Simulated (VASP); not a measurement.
# GaAs (Pm-3m) in VASP: single point with PBEsol

Aim: the single point of GaAs with PBEsol.

All numbers are computed with VASP 6.6.1; they aren't measurements. Logs are shortened: lines on timing, memory, paths and dates and some standing lists are left out, and cuts for length are marked.

## 1. The cell of the first run

It takes space group Pm-3m (No. 221, cubic). The conventional cell has a = 3.272 Å, b = 3.272 Å, c = 3.272 Å, α = 90.00°, β = 90.00°, γ = 90.00°. Within 3.7 Å of Ga (site symmetry m-3m) lie 8 As at 2.83 Å and 6 Ga at 3.27 Å. As (site symmetry m-3m) has 8 Ga at 2.83 Å and 6 As at 3.27 Å within 3.7 Å.

## 2. Single point, PBEsol (17.51 Å³/atom)

Input file INCAR:

```
ALGO = Normal ; EDIFF = 1E-6
ENCUT = 520 ; GGA = PS
ISIF = 2 ; ISMEAR = -1
LASPH = T ; LCHARG = T
LELF = T ; LREAL = F
LVHAR = T ; LWAVE = F
NBANDS = 16 ; NELM = 80
PREC = Accurate ; SIGMA = 0.15
```

Input file KPOINTS:

```
k-points
0
Gamma
  14 14 14
```

Input file POSCAR:

```
GaAs
1.0
    3.2719000000      0.0000000000      0.0000000000
    0.0000000000      3.2719000000      0.0000000000
    0.0000000000      0.0000000000      3.2719000000
Ga As
1 1
Direct
    0.0000000000      0.0000000000      0.0000000000
    0.5000000000      0.5000000000      0.5000000000
```

Potentials or basis: VASP PAW PBE potentials, release 64 (Ga_d, As).

On the command line:

```
$ cat potpaw_PBE.64/Ga_d/POTCAR potpaw_PBE.64/As/POTCAR > POTCAR
$ mpirun -np 1 vasp_std > vasp.out
```

OUTCAR:

```text
EDIFF = 1E-6
   ENCUT = 520
   GGA = PS
   ISIF = 2
   ISMEAR = -1
   LASPH = T
   LREAL = F
   NELM = 80
   PREC = Accurate

 ion  position               nearest neighbor table
   1  0.000  0.000  0.000-   2 2.83   2 2.83   2 2.83   2 2.83   2 2.83   2 2.83   2 2.83   2 2.83

   2  0.500  0.500  0.500-   1 2.83   1 2.83   1 2.83   1 2.83   1 2.83   1 2.83   1 2.83   1 2.83

  LATTYP: Found a simple cubic cell.
 ALAT       =     3.2719000000

  Lattice vectors:

 A1 = (   3.2719000000,   0.0000000000,   0.0000000000)
 A2 = (   0.0000000000,   3.2719000000,   0.0000000000)
 A3 = (   0.0000000000,   0.0000000000,   3.2719000000)

Analysis of symmetry for initial positions (statically):
=====================================================================
 Subroutine PRICEL returns:
 Original cell was already a primitive cell.

 Routine SETGRP: Setting up the symmetry group for a
 simple cubic supercell.

 Subroutine GETGRP returns: Found 48 space group operations
 (whereof 48 operations were pure point group operations)
 out of a pool of 48 trial point group operations.

The static configuration has the point symmetry O_h .

Analysis of symmetry for dynamics (positions and initial velocities):
=====================================================================
 Subroutine PRICEL returns:
 Original cell was already a primitive cell.

 Routine SETGRP: Setting up the symmetry group for a
 simple cubic supercell.

 Subroutine GETGRP returns: Found 48 space group operations
 (whereof 48 operations were pure point group operations)
 out of a pool of 48 trial point group operations.

The dynamic configuration has the point symmetry O_h .

 Subroutine INISYM returns: Found 48 space group operations
 (whereof 48 operations are pure point group operations),
 and found     1 'primitive' translations

----------------------------------------------------------------------------------------

                                     Primitive cell

  volume of cell :      35.0268

  direct lattice vectors                    reciprocal lattice vectors
     3.271900000  0.000000000  0.000000000     0.305632813  0.000000000  0.000000000
     0.000000000  3.271900000  0.000000000     0.000000000  0.305632813  0.000000000
     0.000000000  0.000000000  3.271900000     0.000000000  0.000000000  0.305632813

  length of vectors
     3.271900000  3.271900000  3.271900000     0.305632813  0.305632813  0.305632813

  position of ions in fractional coordinates (direct lattice)
     0.000000000  0.000000000  0.000000000
     0.500000000  0.500000000  0.500000000

  ion indices of the primitive-cell ions
   primitive index   ion index
                 1           1
                 2           2

----------------------------------------------------------------------------------------

 KPOINTS: k-points

Automatic generation of k-mesh.
 Grid dimensions read from file:
 generate k-points for:   14   14   14

 Generating k-lattice:

  Cartesian coordinates                     Fractional coordinates (reciprocal lattice)
     0.021830915  0.000000000  0.000000000     0.071428571  0.000000000  0.000000000
     0.000000000  0.021830915  0.000000000     0.000000000  0.071428571  0.000000000
     0.000000000  0.000000000  0.021830915     0.000000000  0.000000000  0.071428571

  Length of vectors
     0.021830915  0.021830915  0.021830915

  Shift w.r.t. Gamma in fractional coordinates (k-lattice)
     0.000000000  0.000000000  0.000000000

 Subroutine IBZKPT returns following result:
 ===========================================

 Found    120 irreducible k-points:

 Following reciprocal coordinates:
            Coordinates               Weight
  0.000000  0.000000  0.000000      1.000000
  0.071429  0.000000  0.000000      6.000000
  0.142857  0.000000  0.000000      6.000000
  0.214286  0.000000  0.000000      6.000000
  0.285714  0.000000  0.000000      6.000000
  0.357143  0.000000  0.000000      6.000000
[... 16 lines left out ...]
  0.285714  0.214286  0.000000     24.000000
  0.357143  0.214286  0.000000     24.000000
 [... further k-points ...]
   k-points           NKPTS =    120   k-points in BZ     NKDIM =    120   number of bands    NBANDS=     16
   number of dos      NEDOS =    301   number of ions     NIONS =      2
   total plane-waves  NPLWV =  13824
   dimension x,y,z NGX =    24 NGY =   24 NGZ =   24
   dimension x,y,z NGXF=    48 NGYF=   48 NGZF=   48
   ions per type =               1   1
   NGX,Y,Z   is equivalent  to a cutoff of  12.19, 12.19, 12.19 a.u.
   NGXF,Y,Z  is equivalent  to a cutoff of  24.39, 24.39, 24.39 a.u.
 SYSTEM =  unknown system
   PREC   = accura    normal or accurate (medium, high low for compatibility)
   ISTART =      0    job   : 0-new  1-cont  2-samecut
   ICHARG =      2    charge: 1-file 2-atom 10-const
   ISPIN  =      1    spin polarized calculation?
   LNONCOLLINEAR =      F non collinear calculations
   LSORBIT =      F    spin-orbit coupling
   LASPH  =      T    aspherical Exc in radial PAW
   ENCUT  =  520.0 eV  38.22 Ry    6.18 a.u.   6.08  6.08  6.08*2*pi/ulx,y,z
   NELM   =     80;   NELMIN=  2; NELMDL= -5     # of ELM steps
   EDIFF  = 0.1E-05   stopping-criterion for ELM
   LREAL  =      F    real-space projection
   EDIFFG = 0.1E-04   stopping-criterion for IOM
   NSW    =      0    number of steps for IOM
   IBRION =     -1    ionic relax: 0-MD 1-quasi-New 2-CG
   NFREE  =      0    steps in history (QN), initial steepest desc. (CG)
   ISIF   =      2    stress and relaxation
   ISYM   =      2    0-nonsym 1-usesym 2-fastsym
   POTIM  = 0.5000    time-step for ionic-motion
   TEBEG  =    0.0;   TEEND  =   0.0 temperature during run
   PSTRESS=    0.0 pullay stress
   NELECT =      18.0000    total number of electrons
   NUPDOWN=      -1.0000    fix difference up-down
   EMIN   =  10.00;   EMAX   =-10.00  energy-range for DOS
   EFERMI =   0.00;   METHOD = LEGACY
   ISMEAR =    -1;   SIGMA  =   0.15  broadening in eV -4-tet -1-fermi 0-gaus
   EFERMI_NEDOS =   21; number of points for ismear=-14 and -15
   IALGO  =     38    algorithm
   IMIX   =      4    mixing-type and parameters
     AMIX     =   0.40;   BMIX     =  1.00
     AMIX_MAG =   1.60;   BMIX_MAG =  1.00
  volume/ion in A,a.u.               =      17.51       118.19
  Fermi-wavevector in a.u.,A,eV,Ry     =   1.311291  2.477980 23.394990  1.719483
  Thomas-Fermi vector in A             =   2.441762
   LORBIT       =      0    0 simple, 1 ext, 2 COOP (PROOUT), +10 PAW based schemes
   GGA     = PS    functional components
   LHFCALC =     F    Hartree Fock is set to
   AEXX    =    0.0000 exact exchange contribution
   IVDW    =     0    specifies the selected vdW correction
   LEPSILON=     F    determine dielectric tensor
   LRPA    =     F    only Hartree local field effects (RPA)
 non-spin polarized calculation
  energy-cutoff  :      520.00
  volume of cell :       35.03
 maximum number of plane-waves:       968
   NGX = 13   NGY = 13   NGZ = 13

 number of electron      18.0000027 magnetization

 Free energy of the ion-electron system (eV)
  ---------------------------------------------------
  ext. energy  EPLUGINS =         0.00000000
  ---------------------------------------------------
  free energy    TOTEN  =        -8.15718277 eV

  energy without entropy =       -8.07866531  energy(sigma->0) =       -8.11792404

 E-fermi :   6.6138     XC(G=0): -11.3795

 val. band max:        6.6079269339   @ k =   0.4286   0.2857   0.1429
 cond. band min:       6.6339464290   @ k =   0.4286   0.0714   0.0714
 fundamental gap:      0.0260194951
 Fermi energy:         6.6138334944

 k-point     1 :       0.0000    0.0000    0.0000
  band No.  band energies     occupation
      1      -8.2576      2.00000
      2      -8.2576      2.00000
      3      -8.1334      2.00000
      4      -8.1334      2.00000
      5      -8.1334      2.00000
      6      -7.5353      2.00000
[... 8 lines left out ...]
     15      17.0601      0.00000
     16      21.9925      0.00000

 k-point     2 :       0.0714    0.0000    0.0000
  band No.  band energies     occupation
      1      -8.2570      2.00000
      2      -8.2526      2.00000
      3      -8.1361      2.00000
      4      -8.1361      2.00000
      5      -8.1332      2.00000
      6      -7.4705      2.00000
[... 8 lines left out ...]
     15      16.7249      0.00000
     16      21.8532      0.00000

 k-point     3 :       0.1429    0.0000    0.0000
  band No.  band energies     occupation
      1      -8.2553      2.00000
      2      -8.2389      2.00000
      3      -8.1437      2.00000
      4      -8.1437      2.00000
      5      -8.1326      2.00000
      6      -7.2774      2.00000
[... 8 lines left out ...]
     15      15.9040      0.00000
     16      20.9901      0.00000

 k-point     4 :       0.2143    0.0000    0.0000
  band No.  band energies     occupation
      1      -8.2529      2.00000
      2      -8.2198      2.00000
      3      -8.1545      2.00000
      4      -8.1545      2.00000
      5      -8.1318      2.00000
      6      -6.9613      2.00000
[... 8 lines left out ...]
     15      15.7549      0.00000
     16      19.4578      0.00000
[... 324 lines left out ...]
 k-point    22 :       0.2143    0.2143    0.0000
  band No.  band energies     occupation
      1      -8.2330      2.00000
      2      -8.2062      2.00000
      3      -8.1919      2.00000
      4      -8.1540      2.00000
      5      -8.1482      2.00000
      6      -6.3639      2.00000
[... 8 lines left out ...]
     15      16.9459      0.00000
     16      18.7761      0.00000

 k-point    23 :       0.2857    0.2143    0.0000
  band No.  band energies     occupation
      1      -8.2313      2.00000
      2      -8.2260      2.00000
      3      -8.1711      2.00000
      4      -8.1627      2.00000
      5      -8.1486      2.00000
      6      -5.9330      2.00000
[... 8 lines left out ...]
     15      18.3046      0.00000
     16      18.5441      0.00000

 k-point    24 :       0.3571    0.2143    0.0000
  band No.  band energies     occupation
      1      -8.2491      2.00000
      2      -8.2232      2.00000
      3      -8.1722      2.00000
      4      -8.1517      2.00000
      5      -8.1472      2.00000
      6      -5.4339      2.00000
[... 8 lines left out ...]
     15      18.7438      0.00000
     16      18.9533      0.00000

 [... further k-points ...]
[... 5 lines left out ...]
  --------------------------------------------------------------------------------------
  -------------------------------------------------------------------------------------
  Total        0.6362617      0.6362617      0.6362617     -0.0000000      0.0000000      0.0000000
  in kB       29.1035719     29.1035719     29.1035719     -0.0000000      0.0000000      0.0000000
  external PRESSURE =      29.1035719 kB  Pullay stress =       0.0000000 kB

 VOLUME and BASIS-vectors are now :
 -----------------------------------------------------------------------------
  energy-cutoff  :      520.00
  volume of cell :       35.03
      direct lattice vectors                 reciprocal lattice vectors
     3.271900000  0.000000000  0.000000000     0.305632813  0.000000000  0.000000000
     0.000000000  3.271900000  0.000000000     0.000000000  0.305632813  0.000000000
     0.000000000  0.000000000  3.271900000     0.000000000  0.000000000  0.305632813

 POSITION                                       TOTAL-FORCE (eV/Angst)
 -----------------------------------------------------------------------------------
      0.00000      0.00000      0.00000         0.000000      0.000000      0.000000
      1.63595      1.63595      1.63595         0.000000      0.000000      0.000000
 -----------------------------------------------------------------------------------
    total drift:                                0.000000      0.000000      0.000000

  FREE ENERGIE OF THE ION-ELECTRON SYSTEM (eV)
  ---------------------------------------------------
  free  energy   TOTEN  =        -8.1571827656 eV

  energy  without entropy=       -8.0786653050  energy(sigma->0) =       -8.11792404
```

Run time: 25 s. Hardware: 1 thread of Intel Xeon 6975P-C (Granite Rapids), shared host; peak memory 0.19 GiB.

Results:

* Free energy: -8.1572 eV
* Pressure: 2.9 GPa
* Band gap on the k mesh: zero (bands 9 and 10 overlap by 4.08 eV)

Caveat: the PAW data sets were made with another functional, which shifts forces and pressure a little.

The gap in the log of VASP goes by the Fermi energy; the results here count the filled bands.